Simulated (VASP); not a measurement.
Wanted: the native input for a VASP 6.6.1 run.

```yaml
Task: single point
Functional: PBE
Potentials_or_basis: VASP PAW PBE potentials, release 64 (S)
Cutoff: 520 eV
k_mesh: 7 × 7 × 7
Occupations: fermi-dirac, width 0.02 eV
Spin: no spin polarisation
Dipole_correction: no
Further_INCAR_settings: ALGO = Normal; EDIFF = 1e-07; NBANDS = 9
```

The structure of S lies in POSCAR:

```
S
1.0
    2.3575496284      0.0000000000      0.0000000000
    0.0000000000      2.3575496284      0.0000000000
    0.0000000000      0.0000000000      2.3575496284
S
1
Direct
    0.0000000000      0.0000000000      0.0000000000
```

The input as run:

INCAR

```
PREC     = Accurate       # precision mode
ENCUT    = 520            # plane-wave cutoff, eV
EDIFF    = 1E-7           # SCF threshold, eV
ISMEAR   = -1             # smearing method
SIGMA    = 0.02           # smearing width, eV
LREAL    = F              # projectors in reciprocal space
LASPH    = T              # aspherical terms in the spheres
NELM     = 100            # most SCF steps
ALGO     = Normal         # electronic algorithm
ISIF     = 2              # what is computed and relaxed
LWAVE    = F              # write WAVECAR
LCHARG   = T              # write CHGCAR
GGA      = PE             # functional
LELF     = T              # ELF
LVHAR    = T            
NBANDS   = 9              # bands
```

KPOINTS

```
Automatic mesh
0
Gamma
  7 7 7
```

Potentials or basis: VASP PAW PBE potentials, release 64 (S).

Command:

```sh
$ cat potpaw_PBE.64/S/POTCAR > POTCAR
$ mpirun -np 1 vasp_std > vasp.out
```

It gave:

| Item | Value |
| --- | --- |
| Pressure | 39.6 GPa |
| Band gap on the k mesh | zero (band 3 reaches 15.69 eV, above the bottom of band 4 at 7.67 eV) |

Caveat: the k points lie up to 0.38 Å⁻¹ apart.

It took 1.4 s on 1 thread of Intel(R) Xeon(R) 6975P-C (Granite Rapids), on a shared host, peak memory 0.11 GiB.
